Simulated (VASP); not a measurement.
Write the native input for VASP 6.6.1 that does the following.

```yaml
Task: single point
Functional: PBE
Potentials_or_basis: VASP PAW PBE potentials, release 64 (Gd, N)
Cutoff: 520 eV
k_mesh: 8 × 8 × 8
Occupations: gaussian, width 0.05 eV
Spin: collinear spin, ferromagnetic start
Starting_moments: "[7.0, 0.0] μB"
Hubbard_terms: Gd f U = 6.0 eV
Dipole_correction: no
Further_INCAR_settings: ALGO = Normal; EDIFF = 1e-07; NBANDS = 22
```

The structure of GdN lies in POSCAR:

```
GdN
1.0
    0.0000000000      2.4994985661      2.4994985661
    2.4994985661      0.0000000000      2.4994985661
    2.4994985661      2.4994985661      0.0000000000
Gd N
1 1
Direct
    0.5000000000      0.5000000000      0.5000000000
    0.0000000000      0.0000000000      0.0000000000
```

One way to write it, as run:

INCAR

```
PREC = Accurate ; ENCUT = 520
EDIFF = 1E-7 ; ISMEAR = 0
SIGMA = 0.05 ; LREAL = F
LASPH = T ; NELM = 150
ALGO = Normal ; ISIF = 2
LWAVE = F ; LCHARG = T
ISPIN = 2 ; MAGMOM = 7 0
LORBIT = 11 ; LMAXMIX = 6
LDAU = T ; LDAUTYPE = 2
LDAUL = 3 -1 ; LDAUU = 6 0
LDAUJ = 0 0 ; LDAUPRINT = 1
GGA = PE ; LELF = T
LVHAR = T ; NBANDS = 22
```

KPOINTS

```
Automatic mesh
0
Gamma
  8 8 8
```

Potentials or basis: VASP PAW PBE potentials, release 64 (Gd, N).

Command:

```console
$ cat potpaw_PBE.64/Gd/POTCAR potpaw_PBE.64/N/POTCAR > POTCAR
$ mpirun -np 1 vasp_std > vasp.out
```

Results of the run:

The pressure is 0.6 GPa and the band gap on the k mesh is zero (filled and empty bands overlap). The net moment is 7.00 μB per cell and the site moments are Gd +6.87; N -0.11 μB. The valence electrons inside the program's atomic spheres are Gd 15.21; N 3.63.

Caveat: spin-orbit coupling is left out, which moves the levels of the heavy elements; a cell with one magnetic atom can't hold antiferromagnetic order, which such compounds often take.

Wall time 2.2 min on 1 thread of AMD EPYC 7R13, on a shared host, peak memory 0.17 GiB.
